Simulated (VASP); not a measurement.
A run of VASP 6.6.1 is set up as follows.

The input INCAR:

```
  ALGO = Normal
  EDIFF = 1E-6
  ENCUT = 520
  GGA = PE
  ISIF = 2
  ISMEAR = 0
  ISPIN = 2
  LASPH = T
  LCHARG = F
  LMAXMIX = 4
  LORBIT = 11
  LREAL = F
  LWAVE = F
  MAGMOM = 0 2 2 0
  NBANDS = 28
  NELM = 150
  PREC = Accurate
  SIGMA = 0.1
```

The input KPOINTS:

```
k-points
0
Gamma
  6 6 2
```

Contents of POSCAR:

```
AlV2C
1.0
    3.1908745800      0.0000000000      0.0000000000
   -1.5954372900      2.7633784400      0.0000000000
    0.0000000000      0.0000000000      7.5173242400
Al V C
1 2 1
Direct
    0.0000000000      0.0000000000      0.0000000000
    0.3333333300      0.6666666700      0.1379992000
    0.6666666700      0.3333333300      0.8620008000
    0.0000000000      0.0000000000      0.5000000000
```

Potentials or basis: VASP PAW PBE potentials, release 64 (Al, V_sv, C).

The run is started by

```console
$ cat potpaw_PBE.64/Al/POTCAR potpaw_PBE.64/V_sv/POTCAR potpaw_PBE.64/C/POTCAR > POTCAR
$ mpirun -np 1 vasp_std > vasp.out
```

Q: Estimate the net moment.

A: 0.34 μB per cell.

Q: Estimate the site moments.

A: Al +0.00; V +0.09; C +0.06 μB.

Q: Predict the largest force.

A: 7.118 eV/Å.

Q: Estimate the pressure.

A: 27.8 GPa.

Forces in eV/Å, atoms in the order of the input:
```
Al   0.000  0.000  0.000
V    0.000  0.000  7.118
V    0.000  0.000 -7.118
C    0.000  0.000  0.000
```

Caveat: the k points lie up to 0.42 Å⁻¹ apart; a moment this small can come from the mesh or the smearing; forces of over 1 eV/Å act on the atoms, so gaps and moduli don't describe the material at rest.
